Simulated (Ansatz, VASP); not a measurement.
# TaSiO4 in VASP and in Ansatz

```
Ta Si O
1.0
     4.64178    0.00000    0.00000
     0.00000    4.64178    0.00000
     0.00000    0.00000    3.03560
Ta Si O
1 1 4
Cartesian
  0.0000 0.0000 1.5178
  2.3209 2.3209 0.0000
  2.9272 0.0000 1.5178
  1.7145 0.0000 1.5178
  0.0000 2.9272 1.5178
  0.0000 1.7145 1.5178
```

Alike in both runs: task single point; functional PBE; k mesh 4 × 4 × 6; occupations gaussian, width 0.1 eV; no spin polarisation.

```csv
,VASP,Ansatz
version,VASP 6.6.1,Ansatz 0.2.0
potentials or method,"VASP PAW PBE potentials, release 64 (Ta_sv_GW, Si, O), cutoff 600 eV","scalar-relativistic, plane waves, PAW"
valence electrons in the cell,41,41
```

```tsv
	VASP	Ansatz	Ansatz less VASP
gap on the k mesh at the Fermi level (eV)	none	none	-
rms of the force components (eV/Å)	0.540	0.888	+0.3478
```

Atom by atom the forces differ by 0.348 eV/Å (rms over components). A gap of «none» marks a metal or a gap that the smearing closes. One of these differences is far larger than is usual between the two programs; its cause wasn't traced.

Spin-orbit coupling is off throughout. Noted on VASP's run: the standard files for N, O and F lose accuracy on very short bonds.
